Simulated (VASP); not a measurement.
Runs of VASP 6.6.1 on Sb. The typed cell holds 1 atom: a = 3.459 Å, b = 3.554 Å, c = 3.342 Å, α = 58.62°, β = 55.56°, γ = 54.87°. 

```tsv
level	k mesh	cutoff (eV)	smearing	grid for exact exchange (PRECFOCK)	share of exact exchange	screening parameter	gap on the mesh (eV)	pressure (GPa)
PBE	7 × 7 × 7	500	fermi-dirac 0.025 eV	-	-	-	none	2.5
HSE06	5 × 5 × 5	400	fermi-dirac 0.1 eV	Normal	0.25	0.2079 1/Å	none	(a)
HSE06	6 × 6 × 6	520	fermi-dirac 0.05 eV	Normal	0.25	0.2079 1/Å	none	-0.4
PBE0	6 × 6 × 6	520	fermi-dirac 0.05 eV	Normal	0.25	-	none	-0.6
PBE	7 × 7 × 7	500	fermi-dirac 0.005 eV	-	-	-	none	2.5
PBE	7 × 7 × 7	500	fermi-dirac 0.05 eV	-	-	-	none	2.5
PBE	7 × 7 × 7	500	fermi-dirac 0.01 eV	-	-	-	none	2.5
```

Alike in all rows: task single point; potentials or basis VASP PAW PBE potentials, release 64 (Sb); no spin polarisation; cell as given.

Problem. Estimate the missing entries.

Solution. (a) -0.9.

Caveats: some runs use coarse meshes; spin-orbit coupling is left out, which moves the levels of the heavy elements; the PAW data sets were made with another functional, which shifts forces and pressure a little (at least some runs).

A k mesh can miss the band edges, and the runs leave out spin-orbit coupling on Sb.

A gap of «none» marks levels without a gap at the run's occupations.
